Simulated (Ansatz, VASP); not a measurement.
**Cs4TePb4Br11 in VASP and in Ansatz**

Contents of INCAR:

```
ALGO = Normal
EDIFF = 1E-8
ENCUT = 520
GGA = PE
ISIF = 2
ISMEAR = -1
ISPIN = 2
LASPH = T
LCHARG = F
LEFG = T
LORBIT = 11
LREAL = Auto
LWAVE = F
MAGMOM = 0 0 0 0 0 0 0 0 1 0 0 0 0 0 0 0 0 0 0 0
NBANDS = 108
NELM = 150
PREC = Accurate
SIGMA = 0.01
```

File KPOINTS:

```
k-points
0
Gamma
  2 2 2
```

Contents of POSCAR:

```
Cs4TePb4Br11
1.0
   -5.8700000000      5.8700000000      5.8700000000
    5.8700000000     -5.8700000000      5.8700000000
    5.8700000000      5.8700000000     -5.8700000000
Cs Pb Te Br
4 4 1 11
Direct
    0.0000000000      0.0000000000      0.0000000000
    0.5000000000      0.5000000000      0.0000000000
    0.5000000000      0.0000000000      0.5000000000
    0.0000000000      0.5000000000      0.5000000000
    0.5000000000      0.5000000000      0.5000000000
    0.0000000000      0.0000000000      0.5000000000
    0.0000000000      0.5000000000      0.0000000000
    0.5000000000      0.0000000000      0.0000000000
    0.5000000000      0.2500000000      0.2500000000
    0.0000000000      0.7500000000      0.2500000000
    0.0000000000      0.2500000000      0.7500000000
    0.5000000000      0.7500000000      0.7500000000
    0.2500000000      0.5000000000      0.2500000000
    0.7500000000      0.0000000000      0.2500000000
    0.7500000000      0.5000000000      0.7500000000
    0.2500000000      0.0000000000      0.7500000000
    0.2500000000      0.2500000000      0.5000000000
    0.7500000000      0.7500000000      0.5000000000
    0.7500000000      0.2500000000      0.0000000000
    0.2500000000      0.7500000000      0.0000000000
```

Input for Ansatz:

```yaml
crystal:
  lattice:
    - [-5.87, 5.87, 5.87]
    - [5.87, -5.87, 5.87]
    - [5.87, 5.87, -5.87]
  atoms:
    - { symbol: Cs, position: [0.0, 0.0, 0.0] }
    - { symbol: Cs, position: [0.5, 0.5, 0.0] }
    - { symbol: Cs, position: [0.5, 0.0, 0.5] }
    - { symbol: Cs, position: [0.0, 0.5, 0.5] }
    - { symbol: Pb, position: [0.5, 0.5, 0.5] }
    - { symbol: Pb, position: [0.0, 0.0, 0.5] }
    - { symbol: Pb, position: [0.0, 0.5, 0.0] }
    - { symbol: Pb, position: [0.5, 0.0, 0.0] }
    - { symbol: Te, position: [0.5, 0.25, 0.25], spin: 1.0 }
    - { symbol: Br, position: [0.0, 0.75, 0.25] }
    - { symbol: Br, position: [0.0, 0.25, 0.75] }
    - { symbol: Br, position: [0.5, 0.75, 0.75] }
    - { symbol: Br, position: [0.25, 0.5, 0.25] }
    - { symbol: Br, position: [0.75, 0.0, 0.25] }
    - { symbol: Br, position: [0.75, 0.5, 0.75] }
    - { symbol: Br, position: [0.25, 0.0, 0.75] }
    - { symbol: Br, position: [0.25, 0.25, 0.5] }
    - { symbol: Br, position: [0.75, 0.75, 0.5] }
    - { symbol: Br, position: [0.75, 0.25, 0.0] }
    - { symbol: Br, position: [0.25, 0.75, 0.0] }
magnetization:
  spin_polarized: true
kpoints:
  mp_grid: { grid: [2, 2, 2] }
scf:
  occupations: { method: fermi_dirac, width: 0.01 }
hamiltonian:
  xc: pbe
  pseudopotentials: { kind: paw }
output:
  forces: true
  stress: true
  populations: true
  efg:
    quadrupole_moments_barn: { Cs: -0.00343, Br: 0.2579 }
    contact_densities: true
  write_density: true
  write_potential: true
  elf: true
  volumetric_format: npy
```

Alike in both runs: task electric field gradients; functional PBE; k mesh 2 × 2 × 2; occupations fermi-dirac, width 0.01 eV; collinear spin.

```csv
,VASP,Ansatz
version,VASP 6.6.1,Ansatz 0.2.0
potentials or method,"VASP PAW PBE potentials, release 64 (Cs_sv, Pb_d, Te, Br)","plane-wave PAW, scalar-relativistic"
plane-wave cutoff (eV),520,420
valence electrons in the cell,175,185
```

```csv
,VASP,Ansatz,Ansatz less VASP
pressure (GPa),1.2,1.2,+0.03
"traceless stress, the component that is largest in VASP (GPa)",-0.31,-0.31,+0.006
rms of the force components (eV/Å),0.043,0.043,-0.0003
net moment per atom (μB),0.00,0.00,0.000
size of Vzz on the site where it differs most (V/Å²),804.3,847.3,+43.03
```

Atom by atom the forces differ by 0.001 eV/Å (rms over components). VASP's potentials hold 175 valence electrons a cell and Ansatz's 185, so a difference there can come from the potentials and not from the codes. Ansatz's warnings: filled band counts differ across k points, seeded moment not kept.

The k mesh is coarse, so the values compare programs but aren't converged. Spin-orbit coupling is off throughout.
